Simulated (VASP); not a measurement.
**SiC: single point with PBEsol**

**Measured values to compare with.**

From “Insight into the structural, elastic and electronic properties of a new orthorhombic 6O-SiC polytype”, 2020, pmc:7200658, for a bulk crystal of SiC: band gap 2.4 eV (indirect).

Crystal: SiC.

```
Si C
1.0
     0.00000    2.17825    2.17825
     2.17825    0.00000    2.17825
     2.17825    2.17825    0.00000
Si C
1 1
Direct
  0.00000 0.00000 0.00000
  0.75000 0.75000 0.75000
```

```yaml
Program: VASP 6.6.1
Task: single point
Functional: PBEsol
Potentials_or_basis: VASP PAW PBE potentials, release 64 (Si, C)
Cutoff: 600 eV
k_mesh: 10 × 10 × 10
Occupations: fermi-dirac, width 0.05 eV
Spin: no spin polarisation
Dipole_correction: no
Further_INCAR_settings: ALGO = Normal; EDIFF = 1e-06; NBANDS = 11
```

```yaml
Pressure: 0.3 GPa
Band_gap_on_the_k_mesh: 1.23 eV (least direct gap 4.44 eV)
```

Levels at points of the mesh, in eV from the valence-band top:
```
           k point  band 2  band 3  band 4  band 5  band 6  band 7
(0.00, 0.00, 0.00)    0.00    0.00    0.00    6.20    7.25    7.25
(0.50, 0.00, 0.00)   -8.60   -1.06   -1.06    5.38    7.14    7.14
(0.50, 0.50, 0.00)   -7.84   -3.21   -3.21    1.23    4.20   13.97
```

Run time: 16 s on 1 thread of Intel Xeon 8259CL, on a shared host, peak memory 0.15 GiB.

Against the measured gap of SiC, 2.4 eV (indirect; quoted in “Insight into the structural, elastic and electronic properties of a new orthorhombic 6O-SiC polytype”, 2020, pmc:7200658), the calculated 1.23 eV is off by -1.17 eV. The value is that of PBEsol on a finite k mesh, which can miss the band edges, without temperature or zero-point motion. Semilocal functionals fall short of measured gaps as a rule.

Caveat: the PAW data sets were made with another functional, which shifts forces and pressure a little.
